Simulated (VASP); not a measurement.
# MnO (Fm-3m) in VASP: further runs

Runs on MnO. Level: PBEsol. Tasks: single point.

All numbers are computed with VASP 6.6.1; they aren't measurements. Logs are shortened: lines on timing, memory, paths and dates and some standing lists are left out, and cuts for length are marked.

## (1) The cell of the first run

Symmetry: Fm-3m, No. 225, cubic system. The conventional cell has a = 4.158 Å, b = 4.158 Å, c = 4.158 Å, α = 90.00°, β = 90.00°, γ = 90.00°. Mn (site symmetry m-3m) has 6 O at 2.08 Å within 2.8 Å. O (site symmetry m-3m) has 6 Mn at 2.08 Å within 2.8 Å.

## (2) Single point, PBEsol, collinear spin, ferromagnetic start (8.99 Å³/atom)

File INCAR:

```
SYSTEM = MnO
  ALGO = Normal
  EDIFF = 1E-6
  ENCUT = 520
  GGA = PS
  ISIF = 2
  ISMEAR = 0
  ISPIN = 2
  LASPH = .True.
  LCHARG = .True.
  LELF = .True.
  LMAXMIX = 4
  LORBIT = 11
  LREAL = .False.
  LVHAR = .True.
  LWAVE = .False.
  MAGMOM = 4.2 0.23
  NBANDS = 20
  NELM = 150
  PREC = Accurate
  SIGMA = 0.1
```

File KPOINTS:

```
k-points
0
Gamma
  16 16 16
  0 0 0
```

File POSCAR:

```
MnO
1.0
    0.0000000000      2.0789605046      2.0789605046
    2.0789605046      0.0000000000      2.0789605046
    2.0789605046      2.0789605046      0.0000000000
Mn O
1 1
Direct
    0.0000000000      0.0000000000      0.0000000000
    0.5000000000      0.5000000000      0.5000000000
```

Potentials or basis: VASP PAW PBE potentials, release 64 (Mn_pv, O).

The run is started by

```bash
cat potpaw_PBE.64/Mn_pv/POTCAR potpaw_PBE.64/O/POTCAR > POTCAR
mpirun -np 1 vasp_std > vasp.out
```

OUTCAR:

```text
SYSTEM = MnO
   EDIFF = 1E-6
   ENCUT = 520
   GGA = PS
   ISIF = 2
   ISMEAR = 0
   ISPIN = 2
   LASPH = .True.
   LORBIT = 11
   LREAL = .False.
   NELM = 150
   PREC = Accurate

 ion  position               nearest neighbor table
   1  0.000  0.000  0.000-   2 2.08   2 2.08   2 2.08   2 2.08   2 2.08   2 2.08
   2  0.500  0.500  0.500-   1 2.08   1 2.08   1 2.08   1 2.08   1 2.08   1 2.08

  LATTYP: Found a face centered cubic cell.
 ALAT       =     4.1579210092

  Lattice vectors:

 A1 = (   0.0000000000,   2.0789605046,   2.0789605046)
 A2 = (   2.0789605046,   0.0000000000,   2.0789605046)
 A3 = (   2.0789605046,   2.0789605046,   0.0000000000)

Analysis of symmetry for initial positions (statically):
=====================================================================
 Subroutine PRICEL returns:
 Original cell was already a primitive cell.

 Routine SETGRP: Setting up the symmetry group for a
 face centered cubic supercell.

 Subroutine GETGRP returns: Found 48 space group operations
 (whereof 48 operations were pure point group operations)
 out of a pool of 48 trial point group operations.

The static configuration has the point symmetry O_h .

Analysis of symmetry for dynamics (positions and initial velocities):
=====================================================================
 Subroutine PRICEL returns:
 Original cell was already a primitive cell.

 Routine SETGRP: Setting up the symmetry group for a
 face centered cubic supercell.

 Subroutine GETGRP returns: Found 48 space group operations
 (whereof 48 operations were pure point group operations)
 out of a pool of 48 trial point group operations.

The dynamic configuration has the point symmetry O_h .

Analysis of structural, dynamic, and magnetic symmetry:
=====================================================================
 Subroutine PRICEL returns:
 Original cell was already a primitive cell.

 Routine SETGRP: Setting up the symmetry group for a
 face centered cubic supercell.

 Subroutine GETGRP returns: Found 48 space group operations
 (whereof 48 operations were pure point group operations)
 out of a pool of 48 trial point group operations.

The overall configuration has the point symmetry O_h .

 Subroutine INISYM returns: Found 48 space group operations
 (whereof 48 operations are pure point group operations),
 and found     1 'primitive' translations

----------------------------------------------------------------------------------------

                                     Primitive cell

  volume of cell :      17.9709

  direct lattice vectors                    reciprocal lattice vectors
     0.000000000  2.078960505  2.078960505    -0.240504809  0.240504809  0.240504809
     2.078960505  0.000000000  2.078960505     0.240504809 -0.240504809  0.240504809
     2.078960505  2.078960505  0.000000000     0.240504809  0.240504809 -0.240504809

  length of vectors
     2.940094141  2.940094141  2.940094141     0.416566549  0.416566549  0.416566549

  position of ions in fractional coordinates (direct lattice)
     0.000000000  0.000000000  0.000000000
     0.500000000  0.500000000  0.500000000

  ion indices of the primitive-cell ions
   primitive index   ion index
                 1           1
                 2           2

----------------------------------------------------------------------------------------

 KPOINTS: k-points

Automatic generation of k-mesh.
 Grid dimensions read from file:
 generate k-points for:   16   16   16

 Generating k-lattice:

  Cartesian coordinates                     Fractional coordinates (reciprocal lattice)
    -0.015031551  0.015031551  0.015031551     0.062500000  0.000000000  0.000000000
     0.015031551 -0.015031551  0.015031551     0.000000000  0.062500000  0.000000000
     0.015031551  0.015031551 -0.015031551     0.000000000  0.000000000  0.062500000

  Length of vectors
     0.026035409  0.026035409  0.026035409

  Shift w.r.t. Gamma in fractional coordinates (k-lattice)
     0.000000000  0.000000000  0.000000000

 Subroutine IBZKPT returns following result:
 ===========================================

 Found    145 irreducible k-points:

 Following reciprocal coordinates:
            Coordinates               Weight
  0.000000  0.000000  0.000000      1.000000
  0.062500  0.000000  0.000000      8.000000
  0.125000  0.000000  0.000000      8.000000
  0.187500  0.000000  0.000000      8.000000
  0.250000  0.000000  0.000000      8.000000
  0.312500  0.000000  0.000000      8.000000
[... 16 lines left out ...]
 -0.125000  0.062500  0.000000     24.000000
 -0.062500  0.062500  0.000000     12.000000
 [... further k-points ...]
   k-points           NKPTS =    145   k-points in BZ     NKDIM =    145   number of bands    NBANDS=     20
   number of dos      NEDOS =    301   number of ions     NIONS =      2
   total plane-waves  NPLWV =  13824
   dimension x,y,z NGX =    24 NGY =   24 NGZ =   24
   dimension x,y,z NGXF=    48 NGYF=   48 NGZF=   48
   ions per type =               1   1
   NGX,Y,Z   is equivalent  to a cutoff of  13.57, 13.57, 13.57 a.u.
   NGXF,Y,Z  is equivalent  to a cutoff of  27.14, 27.14, 27.14 a.u.
 SYSTEM =  MnO
   PREC   = accura    normal or accurate (medium, high low for compatibility)
   ISTART =      0    job   : 0-new  1-cont  2-samecut
   ICHARG =      2    charge: 1-file 2-atom 10-const
   ISPIN  =      2    spin polarized calculation?
   LNONCOLLINEAR =      F non collinear calculations
   LSORBIT =      F    spin-orbit coupling
   LASPH  =      T    aspherical Exc in radial PAW
   ENCUT  =  520.0 eV  38.22 Ry    6.18 a.u.   5.47  5.47  5.47*2*pi/ulx,y,z
   NELM   =    150;   NELMIN=  2; NELMDL= -5     # of ELM steps
   EDIFF  = 0.1E-05   stopping-criterion for ELM
   LREAL  =      F    real-space projection
   EDIFFG = 0.1E-04   stopping-criterion for IOM
   NSW    =      0    number of steps for IOM
   IBRION =     -1    ionic relax: 0-MD 1-quasi-New 2-CG
   NFREE  =      0    steps in history (QN), initial steepest desc. (CG)
   ISIF   =      2    stress and relaxation
   ISYM   =      2    0-nonsym 1-usesym 2-fastsym
   POTIM  = 0.5000    time-step for ionic-motion
   TEBEG  =    0.0;   TEEND  =   0.0 temperature during run
   PSTRESS=    0.0 pullay stress
   NELECT =      19.0000    total number of electrons
   NUPDOWN=      -1.0000    fix difference up-down
   EMIN   =  10.00;   EMAX   =-10.00  energy-range for DOS
   EFERMI =   0.00;   METHOD = LEGACY
   ISMEAR =     0;   SIGMA  =   0.10  broadening in eV -4-tet -1-fermi 0-gaus
   EFERMI_NEDOS =   21; number of points for ismear=-14 and -15
   IALGO  =     38    algorithm
   IMIX   =      4    mixing-type and parameters
     AMIX     =   0.40;   BMIX     =  1.00
     AMIX_MAG =   1.60;   BMIX_MAG =  1.00
  volume/ion in A,a.u.               =       8.99        60.64
  Fermi-wavevector in a.u.,A,eV,Ry     =   1.667771  3.151631 37.844070  2.781461
  Thomas-Fermi vector in A             =   2.753735
   LORBIT       =     11    0 simple, 1 ext, 2 COOP (PROOUT), +10 PAW based schemes
   GGA     = PS    functional components
   LHFCALC =     F    Hartree Fock is set to
   AEXX    =    0.0000 exact exchange contribution
   IVDW    =     0    specifies the selected vdW correction
   LEPSILON=     F    determine dielectric tensor
   LRPA    =     F    only Hartree local field effects (RPA)
 spin polarized calculation
 Gauss-broadening in eV      SIGMA  =   0.10
  energy-cutoff  :      520.00
  volume of cell :       17.97
 maximum number of plane-waves:       531
 NGX is ok and might be reduce to    24
   NGX = 11   NGY = 11   NGZ = 11

 number of electron      19.0000012 magnetization       4.0187571

 Free energy of the ion-electron system (eV)
  ---------------------------------------------------
  ext. energy  EPLUGINS =         0.00000000
  ---------------------------------------------------
  free energy    TOTEN  =       -17.11555113 eV

  energy without entropy =      -17.10928861  energy(sigma->0) =      -17.11241987

 E-fermi :  10.0942     XC(G=0): -13.3229

 val. band max:       10.0933499918   @ k =   0.5000   0.1875   0.0000
 cond. band min:      10.0964792252   @ k =   0.3125   0.0000   0.0000
 fundamental gap:      0.0031292334
 Fermi energy:        10.0942345615

 spin component 1

 k-point     1 :       0.0000    0.0000    0.0000
  band No.  band energies     occupation
      1     -39.9906      1.00000
      2     -39.9906      1.00000
      3     -39.9906      1.00000
      4     -12.0633      1.00000
      5       5.2632      1.00000
      6       5.2632      1.00000
[... 12 lines left out ...]
     19      33.7118      0.00000
     20      33.7118      0.00000
[... 507 lines left out ...]
 k-point    24 :      -0.0625    0.0625    0.0000
  band No.  band energies     occupation
      1     -40.0049      1.00000
      2     -39.9948      1.00000
      3     -39.9913      1.00000
      4     -11.9328      1.00000
      5       4.2993      1.00000
      6       4.6110      1.00000
[... 12 lines left out ...]
     19      33.0875      0.00000
     20      34.9726      0.00000

 [... further k-points ...]

 spin component 2

 k-point     1 :       0.0000    0.0000    0.0000
  band No.  band energies     occupation
      1     -36.0153      1.00000
      2     -36.0153      1.00000
      3     -36.0153      1.00000
      4     -11.6522      1.00000
      5       5.6239      1.00000
      6       5.6239      1.00000
[... 12 lines left out ...]
     19      35.6417      0.00000
     20      35.6417      0.00000
[... 507 lines left out ...]
 k-point    24 :      -0.0625    0.0625    0.0000
  band No.  band energies     occupation
      1     -36.0330      1.00000
      2     -36.0203      1.00000
      3     -36.0160      1.00000
      4     -11.5230      1.00000
      5       4.8892      1.00000
      6       5.2858      1.00000
[... 12 lines left out ...]
     19      34.7409      0.00000
     20      36.8261      0.00000

 [... further k-points ...]

------------------------ aborting loop because EDIFF is reached ----------------------------------------

  FORCE on cell =-STRESS in cart. coord.  units (eV):
  Direction    XX          YY          ZZ          XY          YZ          ZX
  --------------------------------------------------------------------------------------
  -------------------------------------------------------------------------------------
  Total        2.2073598      2.2073598      2.2073598     -0.0000000     -0.0000000      0.0000000
  in kB      196.7954244    196.7954244    196.7954244     -0.0000000     -0.0000000      0.0000000
  external PRESSURE =     196.7954244 kB  Pullay stress =       0.0000000 kB

 VOLUME and BASIS-vectors are now :
 -----------------------------------------------------------------------------
  energy-cutoff  :      520.00
  volume of cell :       17.97
      direct lattice vectors                 reciprocal lattice vectors
     0.000000000  2.078960505  2.078960505    -0.240504809  0.240504809  0.240504809
     2.078960505  0.000000000  2.078960505     0.240504809 -0.240504809  0.240504809
     2.078960505  2.078960505  0.000000000     0.240504809  0.240504809 -0.240504809

 POSITION                                       TOTAL-FORCE (eV/Angst)
 -----------------------------------------------------------------------------------
      0.00000      0.00000      0.00000        -0.000000      0.000000      0.000000
      2.07896      2.07896      2.07896         0.000000     -0.000000     -0.000000
 -----------------------------------------------------------------------------------
    total drift:                                0.000000     -0.000000     -0.000000

  FREE ENERGIE OF THE ION-ELECTRON SYSTEM (eV)
  ---------------------------------------------------
  free  energy   TOTEN  =       -17.1155511285 eV

  energy  without entropy=      -17.1092886125  energy(sigma->0) =      -17.11241987

 total charge

# of ion       s       p       d       tot
------------------------------------------
    1        0.244   6.256   5.133  11.634
    2        1.561   3.465   0.000   5.026
--------------------------------------------------
tot          1.805   9.721   5.133  16.660

 magnetization (x)

# of ion       s       p       d       tot
------------------------------------------
    1        0.029   0.025   3.668   3.722
    2        0.033   0.119   0.000   0.152
--------------------------------------------------
tot          0.062   0.144   3.668   3.874
```

Wall time 37 s (1 thread of Intel Xeon 6975P-C (Granite Rapids), shared host); peak memory 0.21 GiB.

What came out:

```
Free energy                                           : -17.1156 eV
Pressure                                              : 19.7 GPa
Net moment                                            : 4.02 μB per cell
Site moments                                          : Mn +3.72; O +0.15 μB
Valence electrons inside the program's atomic spheres : Mn 11.63; O 5.03
```

Levels at points of the mesh, in eV from the Fermi level:
Spin up:
```csv
k point,band 8,band 9,band 10,band 11,band 12,band 13,band 14,band 15,band 16,band 17
"(0.00, 0.00, 0.00)",-3.45,-3.45,-3.45,-2.75,-2.75,0.50,14.41,18.03,18.03,18.03
"(0.50, 0.00, 0.00)",-2.12,-2.12,-1.63,0.87,0.87,3.86,9.53,13.21,13.21,21.31
"(0.50, 0.50, 0.00)",-4.96,-2.12,-1.70,-1.70,-1.35,6.57,8.90,11.59,15.90,15.90
```
Spin down:
```tsv
k point	band 6	band 7	band 8	band 9	band 10	band 11
(0.00, 0.00, 0.00)	-4.47	-4.47	-0.16	-0.16	-0.16	0.69
(0.50, 0.00, 0.00)	-6.51	-6.51	1.53	1.53	1.55	3.84
(0.50, 0.50, 0.00)	-5.63	-5.63	-2.26	1.49	2.11	2.11
```

Caveat: the cell stands under pressure; the PAW data sets were made with another functional, which shifts forces and pressure a little; a cell with one magnetic atom can't hold antiferromagnetic order, which such compounds often take; semilocal functionals often make such compounds metallic where correlation or magnetic order opens a gap, which also shifts bond lengths.

## (3) Single point, PBEsol, collinear spin, ferromagnetic start (9.29 Å³/atom)

This run uses another cell than the first one, of 9.29 Å³/atom.

File INCAR:

```
SYSTEM = MnO
PREC = Accurate
ENCUT = 520
EDIFF = 1E-6
ISMEAR = 0
SIGMA = 0.1
LREAL = .FALSE.
LASPH = .TRUE.
NELM = 150
ALGO = Normal
ISIF = 2
LWAVE = .FALSE.
LCHARG = .FALSE.
ISPIN = 2
MAGMOM = 4.2 0.23
LORBIT = 11
LMAXMIX = 4
GGA = PS
NBANDS = 20
```

File KPOINTS:

```
regular mesh
0
G
  16 16 16
  0 0 0
```

File POSCAR:

```
MnO
1.0
    0.0000000000      2.1023215667      2.1023215667
    2.1023215667      0.0000000000      2.1023215667
    2.1023215667      2.1023215667      0.0000000000
Mn O
1 1
Direct
    0.0000000000      0.0000000000      0.0000000000
    0.5000000000      0.5000000000      0.5000000000
```

Potentials or basis: VASP PAW PBE potentials, release 64 (Mn_pv, O).

The run is started by

```bash
cat potpaw_PBE.64/Mn_pv/POTCAR potpaw_PBE.64/O/POTCAR > POTCAR
mpirun -np 1 vasp_std > vasp.out
```

Wall time 34 s (1 thread of Intel Xeon 6975P-C (Granite Rapids), shared host); peak memory 0.21 GiB.

It converged, with:

```
Free energy                                           : -17.1792 eV
Pressure                                              : 13.2 GPa
Net moment                                            : 4.14 μB per cell
Site moments                                          : Mn +3.83; O +0.16 μB
Valence electrons inside the program's atomic spheres : Mn 11.58; O 5.01
```

Levels at points of the mesh, in eV from the Fermi level:
Spin up:
| k point | band 9 | band 10 | band 11 | band 12 | band 13 | band 14 | band 15 | band 16 |
| --- | --- | --- | --- | --- | --- | --- | --- | --- |
| (0.00, 0.00, 0.00) | -3.41 | -3.41 | -2.75 | -2.75 | 0.27 | 14.29 | 17.68 | 17.68 |
| (0.50, 0.00, 0.00) | -2.16 | -1.69 | 0.73 | 0.73 | 3.75 | 9.17 | 12.93 | 12.93 |
| (0.50, 0.50, 0.00) | -2.16 | -1.77 | -1.77 | -1.47 | 6.24 | 8.66 | 11.33 | 15.45 |
Spin down:
```tsv
k point	band 4	band 5	band 6	band 7	band 8	band 9	band 10	band 11
(0.00, 0.00, 0.00)	-21.42	-4.31	-4.31	-4.31	-0.02	-0.02	-0.02	0.80
(0.50, 0.00, 0.00)	-20.03	-9.06	-6.24	-6.24	1.59	1.59	1.59	3.78
(0.50, 0.50, 0.00)	-20.18	-7.85	-5.43	-5.43	-2.03	1.56	2.12	2.14
```

Caveat: the cell stands under pressure; the PAW data sets were made with another functional, which shifts forces and pressure a little; a cell with one magnetic atom can't hold antiferromagnetic order, which such compounds often take; semilocal functionals often make such compounds metallic where correlation or magnetic order opens a gap, which also shifts bond lengths.

## (4) Single point, PBEsol, collinear spin, ferromagnetic start (9.60 Å³/atom)

This run uses another cell than the first one, of 9.60 Å³/atom.

File INCAR:

```
SYSTEM = MnO
PREC = Accurate
ENCUT = 520
EDIFF = 1E-6
ISMEAR = 0
SIGMA = 0.1
LREAL = .False.
LASPH = .True.
NELM = 150
ALGO = Normal
ISIF = 2
LWAVE = .False.
LCHARG = .False.
ISPIN = 2
MAGMOM = 4.2 0.23
LORBIT = 11
LMAXMIX = 4
GGA = PS
NBANDS = 20
```

File KPOINTS:

```
regular mesh
0
Gamma
  16 16 16
  0 0 0
```

File POSCAR:

```
MnO
1.0
    0.0000000000      2.1251746785      2.1251746785
    2.1251746785      0.0000000000      2.1251746785
    2.1251746785      2.1251746785      0.0000000000
Mn O
1 1
Direct
    0.0000000000      0.0000000000      0.0000000000
    0.5000000000      0.5000000000      0.5000000000
```

The run is started by

```bash
cat potpaw_PBE.64/Mn_pv/POTCAR potpaw_PBE.64/O/POTCAR > POTCAR
mpirun -np 1 vasp_std > vasp.out
```

Run time: 32 s. Hardware: 1 thread of Intel Xeon 6975P-C (Granite Rapids), shared host; peak memory 0.21 GiB.

Results (log left out):

| Item | Value |
| --- | --- |
| Free energy | -17.2199 eV |
| Pressure | 8.0 GPa |
| Net moment | 4.27 μB per cell |
| Site moments | Mn +3.93; O +0.16 μB |
| Valence electrons inside the program's atomic spheres | Mn 11.53; O 5.00 |

Levels at points of the mesh, in eV from the Fermi level:
Spin up:
| k point | band 8 | band 9 | band 10 | band 11 | band 12 | band 13 | band 14 | band 15 | band 16 | band 17 |
| --- | --- | --- | --- | --- | --- | --- | --- | --- | --- | --- |
| (0.00, 0.00, 0.00) | -3.39 | -3.39 | -3.39 | -2.76 | -2.76 | 0.05 | 14.16 | 17.34 | 17.34 | 17.34 |
| (0.50, 0.00, 0.00) | -2.22 | -2.22 | -1.75 | 0.59 | 0.59 | 3.63 | 8.83 | 12.66 | 12.66 | 20.23 |
| (0.50, 0.50, 0.00) | -4.73 | -2.20 | -1.85 | -1.85 | -1.59 | 5.93 | 8.44 | 11.08 | 15.03 | 15.03 |
Spin down:
| k point | band 5 | band 6 | band 7 | band 8 | band 9 | band 10 |
| --- | --- | --- | --- | --- | --- | --- |
| (0.00, 0.00, 0.00) | -4.15 | -4.15 | -4.15 | 0.10 | 0.10 | 0.10 |
| (0.50, 0.00, 0.00) | -8.76 | -5.99 | -5.99 | 1.63 | 1.63 | 1.63 |
| (0.50, 0.50, 0.00) | -7.61 | -5.25 | -5.25 | -1.83 | 1.61 | 2.10 |

Caveat: the cell stands under pressure; the PAW data sets were made with another functional, which shifts forces and pressure a little; a cell with one magnetic atom can't hold antiferromagnetic order, which such compounds often take; semilocal functionals often make such compounds metallic where correlation or magnetic order opens a gap, which also shifts bond lengths. With open d or f shells a metallic result of PBEsol can be an artefact of self-interaction; +U or a hybrid may open a gap.

## (5) Summary

| cell | gap on the mesh (eV) | pressure (GPa) | moment (μB) |
| --- | --- | --- | --- |
| a = 2.940 Å, angles 60.0°, 2 atoms | none | 19.7 | 4.02 |
| a = 2.973 Å, angles 60.0°, 2 atoms | none | 13.2 | 4.14 |
| a = 3.005 Å, angles 60.0°, 2 atoms | none | 8.0 | 4.27 |

Alike in all rows: task single point; level PBEsol; potentials or basis VASP PAW PBE potentials, release 64 (Mn_pv, O); spin collinear, ferromagnetic start; k mesh 16 × 16 × 16; cutoff (eV) 520; smearing gaussian 0.1 eV.

Caveats: the cell stands under pressure; the PAW data sets were made with another functional, which shifts forces and pressure a little; a cell with one magnetic atom can't hold antiferromagnetic order, which such compounds often take; semilocal functionals often make such compounds metallic where correlation or magnetic order opens a gap, which also shifts bond lengths.

Absolute energies hang on the potentials; compare differences alone.
